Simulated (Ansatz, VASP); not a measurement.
# Mn: VASP beside Ansatz

```
Mn
1.0
     2.45183    0.00000    0.00000
    -1.22592    2.12335    0.00000
     0.00000    0.00000    8.12793
Mn
4
Direct
  0.33333 0.66667 0.13279
  0.66667 0.33333 0.63279
  0.33333 0.66667 0.36721
  0.66667 0.33333 0.86721
```

Alike in both runs: functional LDA; k mesh 18 × 18 × 6; occupations gaussian, width 0.1 eV; no spin polarisation.

Ansatz relaxed the structure, and its values are those at the end. VASP's run is a single point on that final structure, the one shown.

|  | VASP | Ansatz |
| --- | --- | --- |
| version | VASP 6.6.1 | Ansatz 0.2.0 |
| potentials or method | VASP PAW LDA potentials, release 64 (Mn_pv), cutoff 520 eV | scalar-relativistic, plane waves, PAW |
| valence electrons in the cell | 52 | 60 |

```csv
,VASP,Ansatz,Ansatz less VASP
gap on the k mesh at the Fermi level (eV),none,none,-
pressure (GPa),3.8,0.0,-3.78
rms of the force components (eV/Å),0.465,0.000,-0.4646
```

LDA's correlation is that of Perdew and Zunger in VASP and of Perdew and Wang (1992) in Ansatz. A gap of «none» marks a metal or a gap that the smearing closes. VASP's potentials hold 52 valence electrons a cell and Ansatz's 60, so a difference there can come from the potentials and not from the codes.
